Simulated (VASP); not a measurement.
# C (P6_3/mmc) in VASP: further runs

The runs below take C through single point, relaxation of cell and atoms, with r2SCAN.

Program: VASP 6.6.1. These are calculated values, not measurements. Logs are shortened: lines on timing, memory, paths and dates and some standing lists are left out, and cuts for length are marked.

## 1. The cell of the first run

Symmetry: P6_3/mmc, No. 194, hexagonal system. Conventional cell: a = 1.667 Å, b = 1.667 Å, c = 6.681 Å, α = 90.00°, β = 90.00°, γ = 120.00°. C (site symmetry -6m2) has 6 C at 1.67 Å within 2.2 Å.

## 2. Single point, r2SCAN (volume scaled by 0.92)

POSCAR reads:

```
C
1.0
    1.6668791194      0.0000000000      0.0000000000
   -0.8334395597      1.4435596624      0.0000000000
    0.0000000000      0.0000000000      6.6807120303
C
2
Direct
    0.3333333333      0.6666666667      0.2500000000
    0.6666666667      0.3333333333      0.7500000000
```

INCAR.step1 reads:

```
SYSTEM = C
ALGO = Normal
EDIFF = 1E-5
ENCUT = 660
GGA = PE
GGA_COMPAT = .False.
ISMEAR = -1
LASPH = .True.
LCHARG = .False.
LREAL = .False.
LWAVE = .True.
NBANDS = 11
NELM = 120
PREC = Accurate
SIGMA = 0.1
```

INCAR.step2 reads:

```
SYSTEM = C
ALGO = Normal
EDIFF = 1E-6
ENCUT = 660
GGA_COMPAT = .False.
ISIF = 2
ISMEAR = -1
ISTART = 1
LASPH = .True.
LCHARG = .False.
LMIXTAU = .True.
LREAL = .False.
LWAVE = .False.
METAGGA = R2SCAN
NBANDS = 11
NELM = 120
PREC = Accurate
SIGMA = 0.1
```

KPOINTS reads:

```
k-points
0
Gamma
  23 23 5
  0 0 0
```

Potentials or basis: VASP PAW PBE potentials, release 64 (C).

Launch:

```console
$ cat potpaw_PBE.64/C/POTCAR > POTCAR
$ cp INCAR.step1 INCAR
$ mpirun -np 1 vasp_std > vasp.out
$ cp INCAR.step2 INCAR
$ mpirun -np 1 vasp_std > vasp.out
```

OUTCAR:

```text
SYSTEM = C
   EDIFF = 1E-6
   ENCUT = 660
   ISIF = 2
   ISMEAR = -1
   ISTART = 1
   LASPH = .True.
   LREAL = .False.
   METAGGA = R2SCAN
   NELM = 120
   PREC = Accurate

 ion  position               nearest neighbor table
   1  0.333  0.667  0.250-
   2  0.667  0.333  0.750-

  LATTYP: Found a hexagonal cell.
 ALAT       =     1.6668791194
 C/A-ratio  =     4.0079163225

  Lattice vectors:

 A1 = (   1.6668791194,   0.0000000000,   0.0000000000)
 A2 = (  -0.8334395597,   1.4435596624,   0.0000000000)
 A3 = (   0.0000000000,   0.0000000000,   6.6807120303)

Analysis of symmetry for initial positions (statically):
=====================================================================
 Subroutine PRICEL returns:
 Original cell was already a primitive cell.

 Routine SETGRP: Setting up the symmetry group for a
 hexagonal supercell.

 Subroutine GETGRP returns: Found 24 space group operations
 (whereof 12 operations were pure point group operations)
 out of a pool of 24 trial point group operations.

The static configuration has the point symmetry D_3d.
 The point group associated with its full space group is D_6h.

Analysis of symmetry for dynamics (positions and initial velocities):
=====================================================================
 Subroutine PRICEL returns:
 Original cell was already a primitive cell.

 Routine SETGRP: Setting up the symmetry group for a
 hexagonal supercell.

 Subroutine GETGRP returns: Found 24 space group operations
 (whereof 12 operations were pure point group operations)
 out of a pool of 24 trial point group operations.

The dynamic configuration has the point symmetry D_3d.
 The point group associated with its full space group is D_6h.

 Subroutine INISYM returns: Found 24 space group operations
 (whereof 12 operations are pure point group operations),
 and found     1 'primitive' translations

----------------------------------------------------------------------------------------

                                     Primitive cell

  volume of cell :      16.0754

  direct lattice vectors                    reciprocal lattice vectors
     1.666879119  0.000000000  0.000000000     0.599923527  0.346366010  0.000000000
    -0.833439560  1.443559662  0.000000000     0.000000000  0.692732019  0.000000000
     0.000000000  0.000000000  6.680712030     0.000000000  0.000000000  0.149684644

  length of vectors
     1.666879119  1.666879119  6.680712030     0.692732019  0.692732019  0.149684644

  position of ions in fractional coordinates (direct lattice)
     0.333333333  0.666666667  0.250000000
     0.666666667  0.333333333  0.750000000

  ion indices of the primitive-cell ions
   primitive index   ion index
                 1           1
                 2           2

----------------------------------------------------------------------------------------

 KPOINTS: k-points

Automatic generation of k-mesh.
 Grid dimensions read from file:
 generate k-points for:   23   23    5

 Generating k-lattice:

  Cartesian coordinates                     Fractional coordinates (reciprocal lattice)
     0.026083632  0.015059392  0.000000000     0.043478261  0.000000000  0.000000000
     0.000000000  0.030118783  0.000000000     0.000000000  0.043478261  0.000000000
     0.000000000  0.000000000  0.029936929     0.000000000  0.000000000  0.200000000

  Length of vectors
     0.030118783  0.030118783  0.029936929

  Shift w.r.t. Gamma in fractional coordinates (k-lattice)
     0.000000000  0.000000000  0.000000000

 Subroutine IBZKPT returns following result:
 ===========================================

 Found    168 irreducible k-points:

 Following reciprocal coordinates:
            Coordinates               Weight
  0.000000  0.000000  0.000000      1.000000
  0.043478 -0.000000  0.000000      6.000000
  0.086957  0.000000  0.000000      6.000000
  0.130435  0.000000  0.000000      6.000000
  0.173913  0.000000  0.000000      6.000000
  0.217391  0.000000  0.000000      6.000000
[... 16 lines left out ...]
  0.478261  0.043478  0.000000      6.000000
  0.086957  0.086957  0.000000      6.000000
 [... further k-points ...]
   k-points           NKPTS =    168   k-points in BZ     NKDIM =    168   number of bands    NBANDS=     11
   number of dos      NEDOS =    301   number of ions     NIONS =      2
   total plane-waves  NPLWV =  10976
   dimension x,y,z NGX =    14 NGY =   14 NGZ =   56
   dimension x,y,z NGXF=    28 NGYF=   28 NGZF=  112
   ions per type =               2
   NGX,Y,Z   is equivalent  to a cutoff of  13.96, 13.96, 13.94 a.u.
   NGXF,Y,Z  is equivalent  to a cutoff of  27.93, 27.93, 27.87 a.u.
 SYSTEM =  C
   PREC   = accura    normal or accurate (medium, high low for compatibility)
   ISTART =      1    job   : 0-new  1-cont  2-samecut
   ICHARG =      0    charge: 1-file 2-atom 10-const
   ISPIN  =      1    spin polarized calculation?
   LNONCOLLINEAR =      F non collinear calculations
   LSORBIT =      F    spin-orbit coupling
   LASPH  =      T    aspherical Exc in radial PAW
   ENCUT  =  660.0 eV  48.51 Ry    6.96 a.u.   3.49  3.49 13.99*2*pi/ulx,y,z
   NELM   =    120;   NELMIN=  2; NELMDL=  0     # of ELM steps
   EDIFF  = 0.1E-05   stopping-criterion for ELM
   LREAL  =      F    real-space projection
   EDIFFG = 0.1E-04   stopping-criterion for IOM
   NSW    =      0    number of steps for IOM
   IBRION =     -1    ionic relax: 0-MD 1-quasi-New 2-CG
   NFREE  =      0    steps in history (QN), initial steepest desc. (CG)
   ISIF   =      2    stress and relaxation
   ISYM   =      2    0-nonsym 1-usesym 2-fastsym
   POTIM  = 0.5000    time-step for ionic-motion
   TEBEG  =    0.0;   TEEND  =   0.0 temperature during run
   PSTRESS=    0.0 pullay stress
   NELECT =       8.0000    total number of electrons
   NUPDOWN=      -1.0000    fix difference up-down
   EMIN   =  10.00;   EMAX   =-10.00  energy-range for DOS
   EFERMI =   0.00;   METHOD = LEGACY
   ISMEAR =    -1;   SIGMA  =   0.10  broadening in eV -4-tet -1-fermi 0-gaus
   EFERMI_NEDOS =   21; number of points for ismear=-14 and -15
   IALGO  =     38    algorithm
   IMIX   =      4    mixing-type and parameters
     AMIX     =   0.40;   BMIX     =  1.00
     AMIX_MAG =   1.60;   BMIX_MAG =  1.00
  volume/ion in A,a.u.               =       8.04        54.24
  Fermi-wavevector in a.u.,A,eV,Ry     =   1.297331  2.451601 22.899544  1.683069
  Thomas-Fermi vector in A             =   2.428731
   LORBIT       =      0    0 simple, 1 ext, 2 COOP (PROOUT), +10 PAW based schemes
   METAGGA = R2SCAN    functional components
   LHFCALC =     F    Hartree Fock is set to
   AEXX    =    0.0000 exact exchange contribution
   IVDW    =     0    specifies the selected vdW correction
   LEPSILON=     F    determine dielectric tensor
   LRPA    =     F    only Hartree local field effects (RPA)
 non-spin polarized calculation
  energy-cutoff  :      660.00
  volume of cell :       16.08
 maximum number of plane-waves:       640
 NGX is ok and might be reduce to    14
   NGX =  7   NGY =  7   NGZ = 27

 number of electron       8.0000000 magnetization

 Free energy of the ion-electron system (eV)
  ---------------------------------------------------
  ext. energy  EPLUGINS =         0.00000000
  ---------------------------------------------------
  free energy    TOTEN  =       -11.52088445 eV

  energy without entropy =      -11.50584668  energy(sigma->0) =      -11.51336556

 E-fermi :   6.8294     XC(G=0): -11.9967

 val. band max:        6.8272094158   @ k =   0.3913   0.0435   0.0000
 cond. band min:       6.8631865808   @ k =   0.3478   0.0435   0.2000
 fundamental gap:      0.0359771650
 Fermi energy:         6.8293628605

 k-point     1 :       0.0000    0.0000    0.0000
  band No.  band energies     occupation
      1     -17.2497      2.00000
      2     -16.9976      2.00000
      3      -4.1555      2.00000
      4      -2.2291      2.00000
      5       9.9412      0.00000
      6      17.3361      0.00000
      7      23.8859      0.00000
      8      25.9158      0.00000
      9      25.9158      0.00000
     10      25.9198      0.00000
     11      25.9198      0.00000

 k-point     2 :       0.0435   -0.0000    0.0000
  band No.  band energies     occupation
      1     -17.1418      2.00000
      2     -16.8908      2.00000
      3      -4.0231      2.00000
      4      -2.1002      2.00000
      5      10.0608      0.00000
      6      17.4556      0.00000
      7      23.6745      0.00000
      8      25.5452      0.00000
      9      25.6998      0.00000
     10      25.7051      0.00000
     11      25.9103      0.00000

 k-point     3 :       0.0870    0.0000    0.0000
  band No.  band energies     occupation
      1     -16.8178      2.00000
      2     -16.5707      2.00000
      3      -3.6267      2.00000
      4      -1.7142      2.00000
      5      10.4167      0.00000
      6      17.8120      0.00000
      7      22.8949      0.00000
      8      24.4514      0.00000
      9      25.0970      0.00000
     10      25.1050      0.00000
     11      26.0402      0.00000

 k-point     4 :       0.1304    0.0000    0.0000
  band No.  band energies     occupation
      1     -16.2792      2.00000
      2     -16.0383      2.00000
      3      -2.9685      2.00000
      4      -1.0744      2.00000
      5      10.9952      0.00000
      6      18.3978      0.00000
      7      21.4192      0.00000
      8      22.7306      0.00000
      9      24.2177      0.00000
     10      24.2284      0.00000
     11      26.4577      0.00000

 k-point     5 :       0.1739    0.0000    0.0000
  band No.  band energies     occupation
      1     -15.5278      2.00000
      2     -15.2955      2.00000
      3      -2.0528      2.00000
      4      -0.1871      2.00000
      5      11.7538      0.00000
      6      19.1979      0.00000
      7      19.3317      0.00000
      8      20.5549      0.00000
      9      23.1888      0.00000
     10      23.2018      0.00000
     11      27.1595      0.00000
[... 211 lines left out ...]
 k-point    21 :       0.3913    0.0435    0.0000
  band No.  band energies     occupation
      1      -7.9950      2.00000
      2      -7.8614      2.00000
      3       4.3148      2.00000
      4       4.4439      2.00000
      5       6.8272      1.01077
      6       8.0408      0.00001
      7      18.0087      0.00000
      8      18.0508      0.00000
      9      22.4642      0.00000
     10      22.5445      0.00000
     11      24.9257      0.00000

 k-point    22 :       0.4348    0.0435    0.0000
  band No.  band energies     occupation
      1      -6.5163      2.00000
      2      -6.4265      2.00000
      3       2.3105      2.00000
      4       2.4471      2.00000
      5       8.4487      0.00000
      6       9.2615      0.00000
      7      17.7314      0.00000
      8      17.7500      0.00000
      9      21.1617      0.00000
     10      23.1463      0.00000
     11      24.9999      0.00000

 k-point    23 :       0.4783    0.0435    0.0000
  band No.  band energies     occupation
      1      -5.8223      2.00000
      2      -5.7820      2.00000
      3       1.4544      2.00000
      4       1.5967      2.00000
      5       9.2122      0.00000
      6       9.6674      0.00000
      7      17.6347      0.00000
      8      17.6497      0.00000
      9      20.4858      0.00000
     10      22.4686      0.00000
     11      27.5371      0.00000

 k-point    24 :       0.0870    0.0870    0.0000
  band No.  band energies     occupation
      1     -15.9565      2.00000
      2     -15.7192      2.00000
      3      -2.5750      2.00000
      4      -0.6927      2.00000
      5      11.3361      0.00000
      6      18.7443      0.00000
      7      20.9556      0.00000
      8      22.3643      0.00000
      9      23.0278      0.00000
     10      23.0368      0.00000
     11      26.9621      0.00000

 [... further k-points ...]

------------------------ aborting loop because EDIFF is reached ----------------------------------------

  FORCE on cell =-STRESS in cart. coord.  units (eV):
  Direction    XX          YY          ZZ          XY          YZ          ZX
  --------------------------------------------------------------------------------------
  -------------------------------------------------------------------------------------
  Total        2.1445731      2.1445731     -0.0699740      0.0000000      0.0000000      0.0000000
  in kB      213.7419835    213.7419835     -6.9740580      0.0000000      0.0000000      0.0000000
  external PRESSURE =     140.1699697 kB  Pullay stress =       0.0000000 kB

 VOLUME and BASIS-vectors are now :
 -----------------------------------------------------------------------------
  energy-cutoff  :      660.00
  volume of cell :       16.08
      direct lattice vectors                 reciprocal lattice vectors
     1.666879119  0.000000000  0.000000000     0.599923527  0.346366010  0.000000000
    -0.833439560  1.443559662  0.000000000     0.000000000  0.692732019  0.000000000
     0.000000000  0.000000000  6.680712030     0.000000000  0.000000000  0.149684644

 POSITION                                       TOTAL-FORCE (eV/Angst)
 -----------------------------------------------------------------------------------
     -0.00000      0.96237      1.67018        -0.000000      0.000000      0.000000
      0.83344      0.48119      5.01053         0.000000     -0.000000      0.000000
 -----------------------------------------------------------------------------------
    total drift:                                0.000000     -0.000000      0.000000

  FREE ENERGIE OF THE ION-ELECTRON SYSTEM (eV)
  ---------------------------------------------------
  free  energy   TOTEN  =       -11.5208844485 eV

  energy  without entropy=      -11.5058466762  energy(sigma->0) =      -11.51336556
```

It took 61 s on 1 thread of Intel Xeon Platinum 8488C (Sapphire Rapids), shared host; peak memory 0.15 GiB.

What came out:

| Item | Value |
| --- | --- |
| Free energy | -11.5209 eV |
| Pressure | 14.0 GPa |
| Band gap on the k mesh | zero (band 4 reaches 7.58 eV, above the bottom of band 5 at 5.81 eV) |

Stress tensor (GPa, compression positive):
```
21.37  0.00  0.00
 0.00 21.37  0.00
 0.00  0.00 -0.70
```

Levels at points of the mesh, in eV from the Fermi level:
```csv
k point,band 2,band 3,band 4,band 5,band 6,band 7
"(0.00, 0.00, 0.00)",-23.83,-10.98,-9.06,3.11,10.51,17.06
```

Caveat: the cell differs from its parent crystal (volume scaled by 0.92); the PAW data sets were made with another functional, which shifts forces and pressure a little.

## 3. Single point, r2SCAN

This run uses another cell than the first one, of 8.74 Å³/atom, 1.087 times its volume.

POSCAR reads:

```
C
1.0
    1.7138579782      0.0000000000      0.0000000000
   -0.8569289891      1.4842445476      0.0000000000
    0.0000000000      0.0000000000      6.8689993656
C
2
Direct
    0.3333333333      0.6666666667      0.2500000000
    0.6666666667      0.3333333333      0.7500000000
```

INCAR.step1 reads:

```
SYSTEM = C
  PREC = Accurate
  ENCUT = 660
  ISMEAR = -1
  SIGMA = 0.1
  LREAL = .FALSE.
  LASPH = .TRUE.
  NELM = 120
  NBANDS = 11
  GGA = PE
  ALGO = Normal
  EDIFF = 1E-5
  LWAVE = .TRUE.
  LCHARG = .FALSE.
  GGA_COMPAT = .FALSE.
```

INCAR.step2 reads:

```
SYSTEM = C
  PREC = Accurate
  ENCUT = 660
  EDIFF = 1E-6
  ISMEAR = -1
  SIGMA = 0.1
  LREAL = .FALSE.
  LASPH = .TRUE.
  NELM = 120
  ALGO = Normal
  ISIF = 2
  LWAVE = .FALSE.
  LCHARG = .FALSE.
  METAGGA = R2SCAN
  LMIXTAU = .TRUE.
  NBANDS = 11
  ISTART = 1
  GGA_COMPAT = .FALSE.
```

KPOINTS reads:

```
Automatic mesh
0
G
  17 17 9
  0 0 0
```

Potentials or basis: VASP PAW PBE potentials, release 64 (C).

Launch:

```console
$ cat potpaw_PBE.64/C/POTCAR > POTCAR
$ cp INCAR.step1 INCAR
$ mpirun -np 1 vasp_std > vasp.out
$ cp INCAR.step2 INCAR
$ mpirun -np 1 vasp_std > vasp.out
```

It took 62 s on 1 thread of Intel Xeon Platinum 8488C (Sapphire Rapids), shared host; peak memory 0.15 GiB.

Results (log left out):

- Free energy: -11.5807 eV
- Pressure: -0.1 GPa
- Band gap on the k mesh: zero (band 4 reaches 7.03 eV, above the bottom of band 5 at 4.98 eV)

Stress tensor (GPa, compression positive):
```
-0.01  0.00  0.00
 0.00 -0.01  0.00
 0.00  0.00 -0.38
```

Levels at points of the mesh, in eV from the Fermi level:
| k point | band 1 | band 2 | band 3 | band 4 | band 5 | band 6 | band 7 | band 8 | band 9 |
| --- | --- | --- | --- | --- | --- | --- | --- | --- | --- |
| (0.00, 0.00, 0.00) | -22.85 | -22.63 | -9.96 | -8.21 | 3.49 | 10.33 | 16.68 | 17.67 | 17.67 |

Caveat: the PAW data sets were made with another functional, which shifts forces and pressure a little.

(Continued in part 2 of 2.)
